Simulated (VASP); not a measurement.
# Al32As (a cell with a defect) in VASP: further runs, part 2 of 3

VASP 6.6.1. Earlier steps stand in the parts before.

## (3) Single point, PBE+D3(BJ)

Input file INCAR:

```
SYSTEM = Al32As
PREC = Accurate ; ENCUT = 520
EDIFF = 1E-6 ; ISMEAR = -1
SIGMA = 0.05 ; LREAL = Auto
LASPH = .True. ; NELM = 60
ALGO = Normal ; ISIF = 2
LWAVE = .False. ; LCHARG = .False.
GGA = PE ; IVDW = 12
NBANDS = 72
```

Input file KPOINTS:

```
regular mesh
0
Gamma
  2 2 2
  0 0 0
```

Input file POSCAR:

```
Al32As
1.0
    8.1000000000      0.0000000000      0.0000000000
    0.0000000000      8.1000000000      0.0000000000
    0.0000000000      0.0000000000      8.1000000000
Al As
32 1
Direct
    0.5828641975     -0.0089259259     -0.0078518519
    0.7256666667      0.2764938272     -0.0047037037
    0.7936419753      0.0037530864      0.2660246914
   -0.0033333333      0.0637530864      0.0558148148
    0.2722839506      0.2408518519      0.0374691358
    0.4601358025      0.5142469136      0.0022222222
    0.7286913580      0.6952098765     -0.0160740741
    0.2463333333     -0.0809506173      0.2796419753
    0.4842716049      0.1995185185      0.2668148148
    0.6919382716      0.4582222222      0.2482716049
    0.4777654321     -0.0496296296      0.5285308642
    0.7637654321      0.2298395062      0.5251728395
    0.7180493827      0.0202345679      0.7313950617
   -0.0281851852      0.4389506173      0.0813827160
    0.3068148148      0.8031604938      0.0317901235
    0.0620617284      0.2406666667      0.3092345679
    0.2555679012      0.5260370370      0.2484444444
    0.5568518519      0.7864197531      0.2210370370
    0.0807901235      0.0085555556      0.5040246914
    0.2736419753      0.2635432099      0.5410493827
    0.4859135802      0.5069135802      0.4771111111
    0.7105432099      0.7529382716      0.4683580247
    0.2819753086      0.0037777778      0.7590740741
    0.5084320988      0.3174197531      0.7721111111
    0.7649259259      0.4958271605      0.7119506173
   -0.0288148148      0.7491975309      0.2681728395
    0.0044320988      0.4602469136      0.4991851852
    0.2632345679      0.6906419753      0.5378765432
    0.0126666667      0.2342469136      0.7934691358
    0.1563703704      0.5409629630      0.7953333333
    0.4823703704      0.7150123457      0.7355432099
   -0.0336419753      0.7529876543      0.6231481481
   -0.0198148148      0.8019012346     -0.1023456790
```

Potentials or basis: VASP PAW PBE potentials, release 64 (Al, As).

Run with:

```
cat potpaw_PBE.64/Al/POTCAR potpaw_PBE.64/As/POTCAR > POTCAR
mpirun -np 1 vasp_std > vasp.out
```

OUTCAR:

```text
SYSTEM = Al32As
   PREC = Accurate
   ENCUT = 520
   EDIFF = 1E-6
   ISMEAR = -1
   LREAL = Auto
   LASPH = .True.
   NELM = 60
   ISIF = 2
   GGA = PE
   IVDW = 12
 IVDW          = 12

 ion  position               nearest neighbor table
   1  0.583  0.991  0.992-  13 2.39  18 2.50   2 2.59   7 2.67  15 2.72   3 2.80   9 2.90  23 3.08
                            31 3.16  24 3.24   5 3.25
   2  0.726  0.276  0.995-  14 2.49  10 2.54  24 2.54   1 2.59   4 2.83  29 2.86   6 2.89  25 2.92
                            13 2.98   9 3.01   3 3.16
   3  0.794  0.004  0.266-   4 2.42  26 2.51  18 2.63  22 2.70  12 2.80   1 2.80  16 2.92   9 2.97
                            19 3.02   2 3.16  11 3.35
   4  0.997  0.064  0.056-   3 2.42  33 2.48  29 2.54  16 2.56   5 2.66   2 2.83   8 2.96  14 3.05
                            26 3.08  15 3.29
   5  0.272  0.241  0.037-   9 2.55   4 2.66   6 2.70  16 2.78  17 2.88  29 2.89  14 2.94  24 2.94
                            23 2.96   1 3.25  30 3.26   8 3.27
   6  0.460  0.514  0.002-  24 2.48  17 2.59   7 2.63  15 2.66   5 2.70  31 2.71  10 2.78   2 2.89
                            18 2.94  30 2.98   9 3.34
   7  0.729  0.695  0.984-  33 2.32  18 2.48   6 2.63   1 2.67  25 2.75  31 2.84  10 2.89  14 2.97
                            26 3.06  13 3.34
   8  0.246  0.919  0.280-  15 2.27  19 2.37  26 2.62  11 2.76  18 2.78  28 2.80   4 2.96   9 2.98
                            16 3.01  17 3.19   5 3.27
   9  0.484  0.200  0.267-   5 2.55  10 2.69  20 2.85   1 2.90  11 2.93   3 2.97   8 2.98   2 3.01
                            21 3.02  12 3.09  17 3.23   6 3.34
  10  0.692  0.458  0.248-  21 2.53   2 2.54  14 2.64   9 2.69   6 2.78  18 2.88   7 2.89  12 2.96
                            22 2.98  27 3.25  26 3.27
  11  0.478  0.950  0.529-  23 2.49  22 2.52  31 2.54  13 2.61  28 2.73   8 2.76  18 2.89   9 2.93
                            20 3.03  12 3.24  19 3.26   3 3.35
  12  0.764  0.230  0.525-  13 2.41  25 2.63  27 2.71   3 2.80  24 2.96  29 2.96  10 2.96  16 2.98
                             9 3.09  19 3.14  21 3.20  11 3.24
  13  0.718  0.020  0.731-   1 2.39  12 2.41  11 2.61  24 2.96   2 2.98  29 2.99  22 3.04  33 3.07
                            32 3.08  31 3.12   7 3.34
  14  0.972  0.439  0.081-   2 2.49  16 2.55  10 2.64  17 2.76  30 2.88  29 2.88  26 2.93   5 2.94
                             7 2.97   4 3.05
  15  0.307  0.803  0.032-   8 2.27  18 2.54   6 2.66   1 2.72  23 2.75  33 2.86  31 2.88  17 2.88
                            30 3.11   4 3.29  26 3.35
  16  0.062  0.241  0.309-  27 2.40  19 2.46  20 2.55  14 2.55   4 2.56   5 2.78  17 2.84   3 2.92
                            12 2.98   8 3.01
  17  0.256  0.526  0.248-   6 2.59  21 2.63  28 2.70  14 2.76  16 2.84   5 2.88  15 2.88  27 2.92
                            26 2.93  20 3.19   8 3.19   9 3.23  18 3.23
  18  0.557  0.786  0.221-  22 2.37   7 2.48   1 2.50  15 2.54   3 2.63   8 2.78  10 2.88  11 2.89
                             6 2.94  21 3.12  17 3.23
  19  0.081  0.009  0.504-   8 2.37  16 2.46  32 2.46  20 2.61  23 2.63  26 2.98  28 2.98   3 3.02
                            29 3.02  12 3.14  11 3.26
  20  0.274  0.264  0.541-  16 2.55  19 2.61  21 2.67  24 2.70  27 2.72  23 2.75   9 2.85  29 2.95
                            11 3.03  17 3.19  30 3.19
  21  0.486  0.507  0.477-  28 2.39  10 2.53  17 2.63  20 2.67  31 2.69  22 2.70  24 2.85  25 2.96
                             9 3.02  18 3.12  12 3.20
  22  0.711  0.753  0.468-  18 2.37  32 2.42  11 2.52  26 2.66   3 2.70  21 2.70  31 2.86  25 2.90
                            10 2.98  13 3.04
  23  0.282  0.004  0.759-  11 2.49  19 2.63  20 2.75  15 2.75  31 2.85  29 2.88   5 2.96   1 3.08
                            28 3.11  24 3.14
  24  0.508  0.317  0.772-   6 2.48   2 2.54  25 2.58  20 2.70  21 2.85   5 2.94  12 2.96  13 2.96
                            23 3.14  31 3.24   1 3.24
  25  0.765  0.496  0.712-  24 2.58  27 2.61  12 2.63  32 2.74   7 2.75  22 2.90  31 2.90   2 2.92
                            21 2.96  29 2.99  30 3.26
  26  0.971  0.749  0.268-   3 2.51   8 2.62  22 2.66  32 2.88  17 2.93  14 2.93  19 2.98  27 3.01
                            33 3.03   7 3.06   4 3.08  28 3.25  10 3.27  15 3.35
  27  0.004  0.460  0.499-  16 2.40  32 2.59  25 2.61  12 2.71  20 2.72  30 2.77  28 2.82  17 2.92
                            29 3.01  26 3.01  10 3.25
  28  0.263  0.691  0.538-  21 2.39  31 2.40  32 2.55  30 2.56  17 2.70  11 2.73   8 2.80  27 2.82
                            19 2.98  23 3.11  26 3.25
[... 186 lines left out ...]
   LSORBIT =      F    spin-orbit coupling
   LASPH  =      T    aspherical Exc in radial PAW
   ENCUT  =  520.0 eV  38.22 Ry    6.18 a.u.  15.06 15.06 15.06*2*pi/ulx,y,z
   NELM   =     60;   NELMIN=  2; NELMDL= -5     # of ELM steps
   EDIFF  = 0.1E-05   stopping-criterion for ELM
   LREAL  =      T    real-space projection
   EDIFFG = 0.1E-04   stopping-criterion for IOM
   NSW    =      0    number of steps for IOM
   IBRION =     -1    ionic relax: 0-MD 1-quasi-New 2-CG
   NFREE  =      0    steps in history (QN), initial steepest desc. (CG)
   ISIF   =      2    stress and relaxation
   ISYM   =      2    0-nonsym 1-usesym 2-fastsym
   POTIM  = 0.5000    time-step for ionic-motion
   TEBEG  =    0.0;   TEEND  =   0.0 temperature during run
   PSTRESS=    0.0 pullay stress
   NELECT =     101.0000    total number of electrons
   NUPDOWN=      -1.0000    fix difference up-down
   EMIN   =  10.00;   EMAX   =-10.00  energy-range for DOS
   EFERMI =   0.00;   METHOD = LEGACY
   ISMEAR =    -1;   SIGMA  =   0.05  broadening in eV -4-tet -1-fermi 0-gaus
   EFERMI_NEDOS =   21; number of points for ismear=-14 and -15
   IALGO  =     38    algorithm
   IMIX   =      4    mixing-type and parameters
     AMIX     =   0.40;   BMIX     =  1.00
     AMIX_MAG =   1.60;   BMIX_MAG =  1.00
  volume/ion in A,a.u.               =      16.10       108.68
  Fermi-wavevector in a.u.,A,eV,Ry     =   0.941233  1.778672 12.053656  0.885919
  Thomas-Fermi vector in A             =   2.068723
   LORBIT       =      0    0 simple, 1 ext, 2 COOP (PROOUT), +10 PAW based schemes
   GGA     = PE    functional components
   LHFCALC =     F    Hartree Fock is set to
   AEXX    =    0.0000 exact exchange contribution
   IVDW    =    12    specifies the selected vdW correction
   LEPSILON=     F    determine dielectric tensor
   LRPA    =     F    only Hartree local field effects (RPA)
 non-spin polarized calculation
  energy-cutoff  :      520.00
  volume of cell :      531.44
 maximum number of plane-waves:     14400
   NGX = 31   NGY = 31   NGZ = 31

 number of electron     100.9999999 magnetization

 Free energy of the ion-electron system (eV)
  ---------------------------------------------------
  ext. energy  EPLUGINS =         0.00000000
  ---------------------------------------------------
  free energy    TOTEN  =      -115.73895485 eV

  energy without entropy =     -115.63698920  energy(sigma->0) =     -115.68797202

 E-fermi :   8.0653     XC(G=0): -10.2757

 val. band max:        8.0570515588   @ k =   0.0000   0.5000   0.0000
 cond. band min:       8.0669956044   @ k =   0.0000   0.5000   0.5000
 fundamental gap:      0.0099440456
 Fermi energy:         8.0653475161

 k-point     1 :       0.0000    0.0000    0.0000
  band No.  band energies     occupation
      1      -4.6142      2.00000
      2      -2.7313      2.00000
      3      -1.3350      2.00000
      4      -1.2452      2.00000
      5      -1.0589      2.00000
      6      -0.7597      2.00000
[... 509 lines left out ...]
     61      10.5621      0.00000
     62      10.7189      0.00000
 [bands above 62 left out]

------------------------ aborting loop because EDIFF is reached ----------------------------------------

 Edisp (eV)  -11.59755

 E8    (eV) :    -5.1844

  FORCE on cell =-STRESS in cart. coord.  units (eV):
  Direction    XX          YY          ZZ          XY          YZ          ZX
  --------------------------------------------------------------------------------------
  -------------------------------------------------------------------------------------
  Total      22.05534    15.43179    41.59965     3.57954     2.22404    -3.58410
  in kB      66.49198    46.52344   125.41378    10.79153     6.70498   -10.80527
  external pressure =       79.48 kB  Pullay stress =        0.00 kB

 VOLUME and BASIS-vectors are now :
 -----------------------------------------------------------------------------
  energy-cutoff  :      520.00
  volume of cell :      531.44
      direct lattice vectors                 reciprocal lattice vectors
     8.100000000  0.000000000  0.000000000     0.123456790  0.000000000  0.000000000
     0.000000000  8.100000000  0.000000000     0.000000000  0.123456790  0.000000000
     0.000000000  0.000000000  8.100000000     0.000000000  0.000000000  0.123456790

 POSITION                                       TOTAL-FORCE (eV/Angst)
 -----------------------------------------------------------------------------------
      4.72120      8.02770      8.03640        -1.332940      0.615470      0.626884
      5.87790      2.23960      8.06190        -0.048446     -0.485724     -0.250894
      6.42850      0.03040      2.15480        -1.130262      1.234448      0.997612
      8.07300      0.51640      0.45210         0.646165     -0.204565     -0.703657
      2.20550      1.95090      0.30350        -0.158576     -0.183938     -0.815155
      3.72710      4.16540      0.01800        -0.060445      0.055587      0.528266
[... 25 lines left out ...]
      7.82750      6.09920      5.04750        -0.308265     -0.322246     -0.989213
      7.93950      6.49540      7.27100         1.794449      0.513253      1.469601
 -----------------------------------------------------------------------------------
    total drift:                                0.015496     -0.003829      0.008854

  FREE ENERGIE OF THE ION-ELECTRON SYSTEM (eV)
  ---------------------------------------------------
  free  energy   TOTEN  =      -127.3365067430 eV

  energy  without entropy=     -127.2345410873  energy(sigma->0) =     -127.28552392
```

Run time: 2.4 min. Hardware: 1 thread of Intel Xeon 6975P-C (Granite Rapids), shared host; peak memory 0.56 GiB.

What came out:

```yaml
Free_energy: -127.3365 eV
Pressure: 7.9 GPa
Largest_force: 3.134 eV/Å
Dispersion_energy_per_atom: -0.351 eV
```

Forces on the atoms (eV/Å):
```
Al  -1.333  0.615  0.627
Al  -0.048 -0.486 -0.251
Al  -1.130  1.234  0.998
Al   0.646 -0.205 -0.704
Al  -0.159 -0.184 -0.815
Al  -0.060  0.056  0.528
Al  -0.505 -0.922 -0.053
Al   0.844  1.139  0.803
Al   0.527 -0.279  0.590
Al   0.759  0.732  0.335
Al  -0.187  1.471 -1.776
Al   0.022  0.520 -1.404
Al   1.052 -1.011 -0.149
Al   0.918  1.013 -0.423
Al  -0.589 -1.024 -2.903
Al  -0.185 -0.516 -0.996
Al  -0.549  0.083 -0.071
Al  -1.486 -0.571  0.623
Al  -1.372  0.239  1.421
Al   0.655  0.249  0.646
Al   1.281 -1.292  0.445
Al   0.418 -0.796  1.213
Al  -0.204  0.387  1.370
Al  -1.089 -1.204 -1.212
Al   0.033  0.371  0.370
Al   0.503 -1.353 -0.248
Al  -0.300  0.848  0.269
Al  -1.590  1.230 -1.344
Al  -0.052  0.417 -0.918
Al   0.499 -0.814  0.830
Al   1.195 -0.140  1.715
Al  -0.308 -0.322 -0.989
As   1.794  0.513  1.470
```

Stress tensor (GPa, compression positive):
```
 6.65  1.08 -1.08
 1.08  4.65  0.67
-1.08  0.67 12.54
```

Levels at points of the mesh, in eV from the Fermi level:
| k point | band 48 | band 49 | band 50 | band 51 | band 52 | band 53 |
| --- | --- | --- | --- | --- | --- | --- |
| (0.00, 0.00, 0.00) | -0.26 | -0.04 | -0.01 | 0.04 | 0.19 | 0.25 |
| (0.50, 0.00, 0.00) | -0.44 | -0.28 | -0.24 | -0.13 | 0.03 | 0.13 |
| (0.00, 0.50, 0.00) | -0.34 | -0.29 | -0.15 | -0.12 | -0.01 | 0.19 |
| (0.00, 0.00, 0.50) | -0.41 | -0.30 | -0.27 | -0.04 | 0.11 | 0.23 |
| (0.50, 0.50, 0.00) | -0.42 | 0.08 | 0.22 | 0.30 | 0.48 | 0.57 |
| (0.00, 0.50, 0.50) | -0.59 | 0.00 | 0.10 | 0.39 | 0.48 | 0.57 |
| (0.50, 0.00, 0.50) | -0.70 | 0.11 | 0.26 | 0.38 | 0.55 | 0.68 |
| (0.50, 0.50, 0.50) | -0.76 | -0.64 | -0.62 | -0.56 | -0.46 | -0.37 |

Caveat: the k points lie up to 0.39 Å⁻¹ apart.

## (4) Single point, PBE+D3(BJ)

Input file INCAR:

```
SYSTEM = Al32As
PREC = Accurate
ENCUT = 520
EDIFF = 1E-6
ISMEAR = -1
SIGMA = 0.05
LREAL = Auto
LASPH = .True.
NELM = 60
ALGO = Normal
ISIF = 2
LWAVE = .False.
LCHARG = .False.
GGA = PE
IVDW = 12
NBANDS = 72
```

KPOINTS is that of step 3.

Input file POSCAR:

```
Al32As
1.0
    8.1000000000      0.0000000000      0.0000000000
    0.0000000000      8.1000000000      0.0000000000
    0.0000000000      0.0000000000      8.1000000000
Al As
32 1
Direct
    0.5194197531     -0.0133456790      0.0358395062
    0.7428271605      0.2519506173      0.0345185185
    0.7294938272     -0.0496666667      0.2653209877
    0.0198888889      0.0586049383      0.0421358025
    0.2603086420      0.2537407407      0.0122716049
    0.4913580247      0.4799382716      0.0284444444
    0.7229012346      0.7257283951      0.0513827160
    0.2587654321      0.0123827160      0.2539259259
    0.4962716049      0.2847283951      0.2460740741
    0.8037654321      0.5141358025      0.2775679012
    0.5001234568      0.0253950617      0.5349629630
    0.7693209877      0.2417407407      0.4702469136
    0.7503333333     -0.0348271605      0.7291851852
    0.0017901235      0.5001728395     -0.0057901235
    0.2798518519      0.6995185185      0.0160987654
    0.0365432099      0.2689629630      0.2465925926
    0.2485185185      0.4954074074      0.3089753086
    0.4576543210      0.7545679012      0.2460370370
    0.0267530864      0.0341604938      0.4942839506
    0.2372962963      0.2340370370      0.5225802469
    0.4900123457      0.4428271605      0.5381975309
    0.6368148148      0.7136296296      0.5038518519
    0.2789012346      0.0056666667      0.7681358025
    0.5332839506      0.2190123457      0.7871111111
    0.7378888889      0.4959259259      0.7872345679
    0.0002222222      0.7913703704      0.2474567901
    0.0139629630      0.4361728395      0.5158395062
    0.2882716049      0.7847777778      0.5290987654
   -0.0495555556      0.2738641975      0.7887283951
    0.2784444444      0.4433703704      0.7736296296
    0.4923950617      0.7501975309      0.7868024691
   -0.0492962963      0.7222962963      0.5757407407
   -0.0005432099      0.8140370370     -0.1460864198
```

Run with:

```
cat potpaw_PBE.64/Al/POTCAR potpaw_PBE.64/As/POTCAR > POTCAR
mpirun -np 1 vasp_std > vasp.out
```

It took 2.6 min on 1 thread of Intel Xeon 6975P-C (Granite Rapids), shared host; peak memory 0.57 GiB.

The run converged. Its results:

```
Free energy                : -129.6616 eV
Pressure                   : 5.8 GPa
Largest force              : 2.540 eV/Å
Dispersion energy per atom : -0.351 eV
```

Forces on the atoms (eV/Å):
```
Al  -0.755  0.790 -1.088
Al   0.343 -0.316  0.669
Al   0.263  1.553  1.288
Al  -1.117 -1.355 -1.323
Al   0.414 -0.463  0.206
Al   1.056  0.675 -0.948
Al   0.500 -0.394 -1.363
Al   0.687 -0.101  0.282
Al   0.201 -1.820  1.760
Al  -0.540 -0.252 -0.016
Al   0.402  0.141 -1.479
Al  -0.856 -0.483  0.363
Al   0.365  0.387  0.177
Al   0.406  0.787  0.866
Al  -2.255  0.712 -0.668
Al  -0.962  0.612  0.749
Al   0.314  1.097 -0.813
Al   0.666 -0.375  1.352
Al  -1.462 -1.280  0.322
Al   2.009  0.107  0.120
Al   0.508 -0.154 -0.228
Al   0.658  0.559  0.025
Al  -1.046  0.207  0.920
Al   0.009  0.626  0.050
Al  -0.717  0.746 -0.606
Al   0.996 -0.715 -0.150
Al  -0.422  0.465  0.883
Al  -0.701 -1.078 -0.523
Al   1.010 -1.767 -1.046
Al  -0.696  1.200 -0.370
Al   0.243 -0.367  0.124
Al  -0.008  0.634 -0.567
As   0.486 -0.380  1.031
```

Stress tensor (GPa, compression positive):
```
5.06 0.27 0.39
0.27 6.15 0.36
0.39 0.36 6.08
```

Levels at points of the mesh, in eV from the Fermi level:
```tsv
k point	band 48	band 49	band 50	band 51	band 52	band 53
(0.00, 0.00, 0.00)	-0.33	-0.24	0.01	0.09	0.30	0.44
(0.50, 0.00, 0.00)	-0.55	-0.23	-0.19	-0.09	-0.04	0.08
(0.00, 0.50, 0.00)	-0.59	-0.41	-0.22	-0.08	0.02	0.04
(0.00, 0.00, 0.50)	-0.49	-0.38	-0.12	-0.12	0.15	0.27
(0.50, 0.50, 0.00)	-0.63	0.19	0.37	0.41	0.54	0.57
(0.00, 0.50, 0.50)	-0.66	-0.01	0.17	0.41	0.54	0.67
(0.50, 0.00, 0.50)	-0.65	-0.01	0.09	0.14	0.69	0.77
(0.50, 0.50, 0.50)	-0.78	-0.70	-0.65	-0.60	-0.54	-0.49
```

Caveat: the k points lie up to 0.39 Å⁻¹ apart.

(Part 2 of 3 ends here.)
